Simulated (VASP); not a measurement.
Crystal: Ti.

```
Ti
1.0
     0.00000    2.03000    2.03000
     2.03000    0.00000    2.03000
     2.03000    2.03000    0.00000
Ti
1
Direct
  0.00000 0.00000 0.00000
```

```yaml
Program: VASP 6.6.1
Task: relaxation of cell and atoms
Functional: LDA
Potentials_or_basis: VASP PAW LDA potentials, release 64 (Ti_sv)
Cutoff: 600 eV
k_mesh: 11 × 11 × 11
Occupations: fermi-dirac, width 0.05 eV
Spin: no spin polarisation
```

At the start: pressure -5.2 GPa; volume 16.73 Å³/atom.

Question: How do energy, volume and symmetry change on relaxing?

Answer: Over 3 steps the energy falls by 13.0 meV/atom and the volume is 15.97 Å³/atom (-4.6 %); space group Fm-3m (No. 225, to 0.05 Å).

Step by step:
| step | energy change (eV) | largest force (eV/Å) | pressure (GPa) | volume (Å³) |
| --- | --- | --- | --- | --- |
| 1 | 0.0000 | 0.0000 | -5.21 | 16.73 |
| 2 | -0.0061 | 0.0000 | 4.34 | 15.45 |
| 3 | -0.0130 | 0.0000 | 0.02 | 15.97 |

Final structure:
```cif
data_structure
_symmetry_space_group_name_H-M 'P 1'
_symmetry_Int_Tables_number 1
_cell_length_a 2.8265
_cell_length_b 2.8265
_cell_length_c 2.8265
_cell_angle_alpha 60.000
_cell_angle_beta 60.000
_cell_angle_gamma 60.000
_cell_volume 15.97
loop_
_atom_site_label
_atom_site_type_symbol
_atom_site_fract_x
_atom_site_fract_y
_atom_site_fract_z
_atom_site_occupancy
Ti1 Ti 0.00000 0.00000 0.00000 1
```
